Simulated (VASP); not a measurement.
# In3As (Pm-3m) in VASP: further runs

The runs below take In3As through single point, with r2SCAN.

All numbers are computed with VASP 6.6.1; they aren't measurements. Logs are shortened: lines on timing, memory, paths and dates and some standing lists are left out, and cuts for length are marked.

### Step 1. The cell of the first run

Symmetry: Pm-3m, No. 221, cubic system. The conventional cell has a = 4.672 Å, b = 4.672 Å, c = 4.672 Å, α = 90.00°, β = 90.00°, γ = 90.00°. In (site symmetry 4/mmm) has 8 In at 3.30 Å and 4 As at 3.30 Å within 4.3 Å. Within 4.3 Å of As (site symmetry m-3m) lie 12 In at 3.30 Å.

### Step 2. Single point, r2SCAN

Contents of POSCAR:

```
In3As
1.0
    4.6716810000      0.0000000000      0.0000000000
    0.0000000000      4.6716810000      0.0000000000
    0.0000000000      0.0000000000      4.6716810000
In As
3 1
Direct
    0.5000000000      0.5000000000      0.0000000000
    0.5000000000      0.0000000000      0.5000000000
    0.0000000000      0.5000000000      0.5000000000
    0.0000000000      0.0000000000      0.0000000000
```

Contents of INCAR.step1:

```
PREC = Accurate
ENCUT = 520
ISMEAR = -1
SIGMA = 0.05
LREAL = False
LASPH = True
NELM = 100
NBANDS = 30
GGA = PE
ALGO = Normal
EDIFF = 1E-4
LWAVE = True
LCHARG = False
```

Contents of INCAR.step2:

```
PREC = Accurate
ENCUT = 520
EDIFF = 1E-7
ISMEAR = -1
SIGMA = 0.05
LREAL = False
LASPH = True
NELM = 100
ALGO = Normal
ISIF = 2
LWAVE = False
LCHARG = True
METAGGA = R2SCAN
LMIXTAU = True
LELF = True
LVHAR = True
NBANDS = 30
ISTART = 1
```

Contents of KPOINTS:

```
regular mesh
0
Gamma
  5 5 5
```

Potentials or basis: VASP PAW PBE potentials, release 64 (In_d, As).

Launch:

```console
$ cat potpaw_PBE.64/In_d/POTCAR potpaw_PBE.64/As/POTCAR > POTCAR
$ cp INCAR.step1 INCAR
$ mpirun -np 1 vasp_std > vasp.out
$ cp INCAR.step2 INCAR
$ mpirun -np 1 vasp_std > vasp.out
```

OUTCAR:

```text
PREC = Accurate
   ENCUT = 520
   EDIFF = 1E-7
   ISMEAR = -1
   LREAL = False
   LASPH = True
   NELM = 100
   ISIF = 2
   METAGGA = R2SCAN
   ISTART = 1

 ion  position               nearest neighbor table
   1  0.500  0.500  0.000-   2 3.30   3 3.30   4 3.30   2 3.30   3 3.30   2 3.30   4 3.30   2 3.30
                             3 3.30   4 3.30   3 3.30   4 3.30
   2  0.500  0.000  0.500-   1 3.30   3 3.30   4 3.30   1 3.30   4 3.30   1 3.30   3 3.30   1 3.30
                             3 3.30   4 3.30   4 3.30   3 3.30
   3  0.000  0.500  0.500-   1 3.30   2 3.30   4 3.30   1 3.30   4 3.30   2 3.30   4 3.30   4 3.30
                             1 3.30   2 3.30   1 3.30   2 3.30
   4  0.000  0.000  0.000-   1 3.30   2 3.30   3 3.30   2 3.30   3 3.30   1 3.30   3 3.30   3 3.30
                             1 3.30   2 3.30   2 3.30   1 3.30

  LATTYP: Found a simple cubic cell.
 ALAT       =     4.6716810000

  Lattice vectors:

 A1 = (   4.6716810000,   0.0000000000,   0.0000000000)
 A2 = (   0.0000000000,   4.6716810000,   0.0000000000)
 A3 = (   0.0000000000,   0.0000000000,   4.6716810000)

Analysis of symmetry for initial positions (statically):
=====================================================================
 Subroutine PRICEL returns:
 Original cell was already a primitive cell.

 Routine SETGRP: Setting up the symmetry group for a
 simple cubic supercell.

 Subroutine GETGRP returns: Found 48 space group operations
 (whereof 48 operations were pure point group operations)
 out of a pool of 48 trial point group operations.

The static configuration has the point symmetry O_h .

Analysis of symmetry for dynamics (positions and initial velocities):
=====================================================================
 Subroutine PRICEL returns:
 Original cell was already a primitive cell.

 Routine SETGRP: Setting up the symmetry group for a
 simple cubic supercell.

 Subroutine GETGRP returns: Found 48 space group operations
 (whereof 48 operations were pure point group operations)
 out of a pool of 48 trial point group operations.

The dynamic configuration has the point symmetry O_h .

 Subroutine INISYM returns: Found 48 space group operations
 (whereof 48 operations are pure point group operations),
 and found     1 'primitive' translations

----------------------------------------------------------------------------------------

                                     Primitive cell

  volume of cell :     101.9576

  direct lattice vectors                    reciprocal lattice vectors
     4.671681000  0.000000000  0.000000000     0.214055711  0.000000000  0.000000000
     0.000000000  4.671681000  0.000000000     0.000000000  0.214055711  0.000000000
     0.000000000  0.000000000  4.671681000     0.000000000  0.000000000  0.214055711

  length of vectors
     4.671681000  4.671681000  4.671681000     0.214055711  0.214055711  0.214055711

  position of ions in fractional coordinates (direct lattice)
     0.500000000  0.500000000  0.000000000
     0.500000000  0.000000000  0.500000000
     0.000000000  0.500000000  0.500000000
     0.000000000  0.000000000  0.000000000

  ion indices of the primitive-cell ions
   primitive index   ion index
                 1           1
                 2           2
                 3           3
                 4           4

----------------------------------------------------------------------------------------

 KPOINTS: regular mesh

Automatic generation of k-mesh.
 Grid dimensions read from file:
 generate k-points for:    5    5    5

 Generating k-lattice:

  Cartesian coordinates                     Fractional coordinates (reciprocal lattice)
     0.042811142  0.000000000  0.000000000     0.200000000  0.000000000  0.000000000
     0.000000000  0.042811142  0.000000000     0.000000000  0.200000000  0.000000000
     0.000000000  0.000000000  0.042811142     0.000000000  0.000000000  0.200000000

  Length of vectors
     0.042811142  0.042811142  0.042811142

  Shift w.r.t. Gamma in fractional coordinates (k-lattice)
     0.000000000  0.000000000  0.000000000

 Subroutine IBZKPT returns following result:
 ===========================================

 Found     10 irreducible k-points:

 Following reciprocal coordinates:
            Coordinates               Weight
  0.000000  0.000000  0.000000      1.000000
  0.200000  0.000000  0.000000      6.000000
  0.400000  0.000000  0.000000      6.000000
  0.200000  0.200000  0.000000     12.000000
  0.400000  0.200000  0.000000     24.000000
  0.400000  0.400000  0.000000     12.000000
  0.200000  0.200000  0.200000      8.000000
  0.400000  0.200000  0.200000     24.000000
  0.400000  0.400000  0.200000     24.000000
  0.400000  0.400000  0.400000      8.000000
   k-points           NKPTS =     10   k-points in BZ     NKDIM =     10   number of bands    NBANDS=     30
   number of dos      NEDOS =    301   number of ions     NIONS =      4
[... 70 lines left out ...]

 k-point     1 :       0.0000    0.0000    0.0000
  band No.  band energies     occupation
      1      -8.7710      2.00000
      2      -8.7592      2.00000
      3      -8.7592      2.00000
      4      -8.7592      2.00000
      5      -8.5773      2.00000
      6      -8.5773      2.00000
[... 22 lines left out ...]
     29      13.0100      0.00000
     30      14.1783      0.00000

 k-point     2 :       0.2000    0.0000    0.0000
  band No.  band energies     occupation
      1      -8.7516      2.00000
      2      -8.7313      2.00000
      3      -8.7139      2.00000
      4      -8.7139      2.00000
      5      -8.5718      2.00000
      6      -8.5478      2.00000
[... 22 lines left out ...]
     29      13.9642      0.00000
     30      14.3695      0.00000

 k-point     3 :       0.4000    0.0000    0.0000
  band No.  band energies     occupation
      1      -8.7385      2.00000
      2      -8.6447      2.00000
      3      -8.5933      2.00000
      4      -8.5933      2.00000
      5      -8.5584      2.00000
      6      -8.4818      2.00000
[... 22 lines left out ...]
     29      13.3289      0.00000
     30      13.6064      0.00000

 k-point     4 :       0.2000    0.2000    0.0000
  band No.  band energies     occupation
      1      -8.7213      2.00000
      2      -8.7117      2.00000
      3      -8.6922      2.00000
      4      -8.6694      2.00000
      5      -8.5559      2.00000
      6      -8.5269      2.00000
[... 22 lines left out ...]
     29      13.2572      0.00000
     30      13.8560      0.00000

 k-point     5 :       0.4000    0.2000    0.0000
  band No.  band energies     occupation
      1      -8.6992      2.00000
      2      -8.6419      2.00000
      3      -8.5836      2.00000
      4      -8.5827      2.00000
      5      -8.5507      2.00000
      6      -8.4811      2.00000
[... 22 lines left out ...]
     29      12.0561      0.00000
     30      12.2617      0.00000

 k-point     6 :       0.4000    0.4000    0.0000
  band No.  band energies     occupation
      1      -8.6327      2.00000
      2      -8.6159      2.00000
      3      -8.5921      2.00000
      4      -8.5399      2.00000
      5      -8.5201      2.00000
      6      -8.5191      2.00000
[... 22 lines left out ...]
     29      12.3932      0.00000
     30      13.5058      0.00000

 k-point     7 :       0.2000    0.2000    0.2000
  band No.  band energies     occupation
      1      -8.7232      2.00000
      2      -8.6718      2.00000
      3      -8.6718      2.00000
      4      -8.6387      2.00000
      5      -8.5220      2.00000
      6      -8.5220      2.00000
[... 22 lines left out ...]
     29      12.5143      0.00000
     30      14.2716      0.00000

 k-point     8 :       0.4000    0.2000    0.2000
  band No.  band energies     occupation
      1      -8.6901      2.00000
      2      -8.6305      2.00000
      3      -8.6032      2.00000
      4      -8.5670      2.00000
      5      -8.5414      2.00000
      6      -8.5190      2.00000
[... 22 lines left out ...]
     29      12.4349      0.00000
     30      14.2048      0.00000

 k-point     9 :       0.4000    0.4000    0.2000
  band No.  band energies     occupation
      1      -8.6558      2.00000
      2      -8.6161      2.00000
      3      -8.5969      2.00000
      4      -8.5941      2.00000
      5      -8.5837      2.00000
      6      -8.5219      2.00000
[... 22 lines left out ...]
     29      13.2659      0.00000
     30      13.8001      0.00000

 k-point    10 :       0.4000    0.4000    0.4000
  band No.  band energies     occupation
      1      -8.6724      2.00000
      2      -8.6542      2.00000
      3      -8.6289      2.00000
      4      -8.6289      2.00000
      5      -8.5855      2.00000
      6      -8.5855      2.00000
[... 22 lines left out ...]
     29      15.2692      0.00000
     30      15.5570      0.00000

------------------------ aborting loop because EDIFF is reached ----------------------------------------

  FORCE on cell =-STRESS in cart. coord.  units (eV):
  Direction    XX          YY          ZZ          XY          YZ          ZX
  --------------------------------------------------------------------------------------
  -------------------------------------------------------------------------------------
  Total       -0.3427826     -0.3427826     -0.3427826      0.0000000     -0.0000000      0.0000000
  in kB       -5.3865392     -5.3865392     -5.3865392      0.0000000     -0.0000000      0.0000000
  external PRESSURE =      -5.3865392 kB  Pullay stress =       0.0000000 kB

 VOLUME and BASIS-vectors are now :
 -----------------------------------------------------------------------------
  energy-cutoff  :      520.00
  volume of cell :      101.96
      direct lattice vectors                 reciprocal lattice vectors
     4.671681000  0.000000000  0.000000000     0.214055711  0.000000000  0.000000000
     0.000000000  4.671681000  0.000000000     0.000000000  0.214055711  0.000000000
     0.000000000  0.000000000  4.671681000     0.000000000  0.000000000  0.214055711

 POSITION                                       TOTAL-FORCE (eV/Angst)
 -----------------------------------------------------------------------------------
      2.33584      2.33584      0.00000         0.000000      0.000000      0.000000
      2.33584      0.00000      2.33584         0.000000      0.000000      0.000000
      0.00000      2.33584      2.33584         0.000000      0.000000      0.000000
      0.00000      0.00000      0.00000         0.000000      0.000000      0.000000
 -----------------------------------------------------------------------------------
    total drift:                                0.000000      0.000000      0.000000

  FREE ENERGIE OF THE ION-ELECTRON SYSTEM (eV)
  ---------------------------------------------------
  free  energy   TOTEN  =       -81.9115944504 eV

  energy  without entropy=      -81.8867314418  energy(sigma->0) =      -81.89916295
```

Run time: 79 s. Hardware: 1 thread of Intel Xeon Platinum 8488C (Sapphire Rapids), shared host; peak memory 0.22 GiB.

What came out:

```
Free energy            : -81.9116 eV
Pressure               : -0.5 GPa
Band gap on the k mesh : zero (band 22 reaches 7.12 eV, above the bottom of band 23 at 4.83 eV)
```

Levels at points of the mesh, in eV from the Fermi level:
| k point | band 19 | band 20 | band 21 | band 22 | band 23 | band 24 | band 25 | band 26 |
| --- | --- | --- | --- | --- | --- | --- | --- | --- |
| (0.00, 0.00, 0.00) | -3.19 | -3.19 | -1.99 | -1.99 | 2.01 | 2.01 | 2.01 | 4.68 |

Caveat: the PAW data sets were made with another functional, which shifts forces and pressure a little; spin-orbit coupling is left out, which moves the levels of the heavy elements.

### Step 3. Single point, r2SCAN

POSCAR is that of step 2.

Contents of INCAR.step1:

```
PREC = Accurate ; ENCUT = 520
ISMEAR = -1 ; SIGMA = 0.025
LREAL = False ; LASPH = True
NELM = 80 ; NBANDS = 30
GGA = PE ; ALGO = Normal
EDIFF = 1E-4 ; LWAVE = True
LCHARG = False
```

Contents of INCAR.step2:

```
PREC = Accurate ; ENCUT = 520
EDIFF = 1E-7 ; ISMEAR = -1
SIGMA = 0.025 ; LREAL = False
LASPH = True ; NELM = 80
ALGO = Normal ; ISIF = 2
LWAVE = False ; LCHARG = False
METAGGA = R2SCAN ; LMIXTAU = True
NBANDS = 30 ; ISTART = 1
```

KPOINTS is that of step 2.

Potentials or basis: VASP PAW PBE potentials, release 64 (In_d, As).

Launch:

```console
$ cat potpaw_PBE.64/In_d/POTCAR potpaw_PBE.64/As/POTCAR > POTCAR
$ cp INCAR.step1 INCAR
$ mpirun -np 1 vasp_std > vasp.out
$ cp INCAR.step2 INCAR
$ mpirun -np 1 vasp_std > vasp.out
```

Run time: 1.8 min. Hardware: 1 thread of Intel Xeon Platinum 8488C (Sapphire Rapids), shared host; peak memory 0.22 GiB.

The run converged. Its results:

| Property | Result |
| --- | --- |
| Free energy | -81.9018 eV |
| Pressure | -0.4 GPa |
| Band gap on the k mesh | zero (band 22 reaches 7.13 eV, above the bottom of band 23 at 4.83 eV) |

Levels at points of the mesh, in eV from the Fermi level:
```
           k point  band 19  band 20  band 21  band 22  band 23  band 24  band 25  band 26
(0.00, 0.00, 0.00)    -3.20    -3.20    -2.01    -2.01     2.00     2.00     2.00     4.66
```

Caveat: the PAW data sets were made with another functional, which shifts forces and pressure a little; spin-orbit coupling is left out, which moves the levels of the heavy elements.

### Step 4. Single point, r2SCAN

POSCAR is that of step 3.

Contents of INCAR.step1:

```
SYSTEM = In3As
PREC = Accurate
ENCUT = 520
ISMEAR = -1
SIGMA = 0.01
LREAL = .False.
LASPH = .True.
NELM = 80
NBANDS = 30
GGA = PE
ALGO = Normal
EDIFF = 1E-4
LWAVE = .True.
LCHARG = .False.
```

Contents of INCAR.step2:

```
SYSTEM = In3As
PREC = Accurate
ENCUT = 520
EDIFF = 1E-6
ISMEAR = -1
SIGMA = 0.01
LREAL = .False.
LASPH = .True.
NELM = 80
ALGO = Normal
ISIF = 2
LWAVE = .False.
LCHARG = .False.
METAGGA = R2SCAN
LMIXTAU = .True.
NBANDS = 30
ISTART = 1
```

Contents of KPOINTS:

```
regular mesh
0
Gamma
  5 5 5
  0 0 0
```

Launch:

```console
$ cat potpaw_PBE.64/In_d/POTCAR potpaw_PBE.64/As/POTCAR > POTCAR
$ cp INCAR.step1 INCAR
$ mpirun -np 1 vasp_std > vasp.out
$ cp INCAR.step2 INCAR
$ mpirun -np 1 vasp_std > vasp.out
```

Run time: 66 s. Hardware: 1 thread of Intel Xeon Platinum 8488C (Sapphire Rapids), shared host; peak memory 0.22 GiB.

It converged, with:

* Free energy: -81.8987 eV
* Pressure: -0.5 GPa
* Band gap on the k mesh: zero (band 22 reaches 7.13 eV, above the bottom of band 23 at 4.83 eV)

Levels at points of the mesh, in eV from the Fermi level:
```csv
k point,band 20,band 21,band 22,band 23,band 24,band 25
"(0.00, 0.00, 0.00)",-3.20,-2.02,-2.02,2.00,2.00,2.00
```

Caveat: the PAW data sets were made with another functional, which shifts forces and pressure a little; spin-orbit coupling is left out, which moves the levels of the heavy elements.

### Step 5. Single point, r2SCAN

POSCAR is that of step 4.

Contents of INCAR.step1:

```
ALGO     = Normal         # electronic algorithm
EDIFF    = 1E-4           # SCF threshold, eV
ENCUT    = 520            # plane-wave cutoff, eV
GGA      = PE             # functional
ISMEAR   = -1             # smearing method
LASPH    = T              # aspherical terms in the spheres
LCHARG   = F              # write CHGCAR
LREAL    = F              # projectors in reciprocal space
LWAVE    = T              # write WAVECAR
NBANDS   = 30             # bands
NELM     = 80             # most SCF steps
PREC     = Accurate       # precision mode
SIGMA    = 0.005          # smearing width, eV
```

Contents of INCAR.step2:

```
ALGO     = Normal         # electronic algorithm
EDIFF    = 1E-6           # SCF threshold, eV
ENCUT    = 520            # plane-wave cutoff, eV
ISIF     = 2              # what is computed and relaxed
ISMEAR   = -1             # smearing method
ISTART   = 1            
LASPH    = T              # aspherical terms in the spheres
LCHARG   = F              # write CHGCAR
LMIXTAU  = T            
LREAL    = F              # projectors in reciprocal space
LWAVE    = F              # write WAVECAR
METAGGA  = R2SCAN         # meta-GGA
NBANDS   = 30             # bands
NELM     = 80             # most SCF steps
PREC     = Accurate       # precision mode
SIGMA    = 0.005          # smearing width, eV
```

Contents of KPOINTS:

```
k-points
0
Gamma
  5 5 5
```

Launch:

```console
$ cat potpaw_PBE.64/In_d/POTCAR potpaw_PBE.64/As/POTCAR > POTCAR
$ cp INCAR.step1 INCAR
$ mpirun -np 1 vasp_std > vasp.out
$ cp INCAR.step2 INCAR
$ mpirun -np 1 vasp_std > vasp.out
```

It took 72 s on 1 thread of Intel Xeon Platinum 8488C (Sapphire Rapids), shared host; peak memory 0.22 GiB.

Results (log left out):

```yaml
Free_energy: -81.8981 eV
Pressure: -0.4 GPa
Band_gap_on_the_k_mesh: zero (band 22 reaches 7.13 eV, above the bottom of band 23 at 4.83 eV)
```

Levels at points of the mesh, in eV from the Fermi level:
```
           k point  band 18  band 19  band 20  band 21  band 22  band 23  band 24  band 25  band 26  band 27
(0.00, 0.00, 0.00)    -3.19    -3.19    -3.19    -2.01    -2.01     2.00     2.00     2.00     4.66     4.66
```

Caveat: the PAW data sets were made with another functional, which shifts forces and pressure a little; spin-orbit coupling is left out, which moves the levels of the heavy elements.

### Step 6. Summary

```tsv
smearing	gap on the mesh (eV)	pressure (GPa)
fermi-dirac 0.05 eV	none	-0.5
fermi-dirac 0.025 eV	none	-0.4
fermi-dirac 0.01 eV	none	-0.5
fermi-dirac 0.005 eV	none	-0.4
```

Alike in all rows: task single point; level r2SCAN; potentials or basis VASP PAW PBE potentials, release 64 (In_d, As); no spin polarisation; cell as given; k mesh 5 × 5 × 5; cutoff (eV) 520.

Every run on the cell as given and a fine mesh finds a metal.

Caveats: the PAW data sets were made with another functional, which shifts forces and pressure a little; spin-orbit coupling is left out, which moves the levels of the heavy elements.

Total energies depend on the potentials used, so only differences within one code and one set of settings carry meaning.
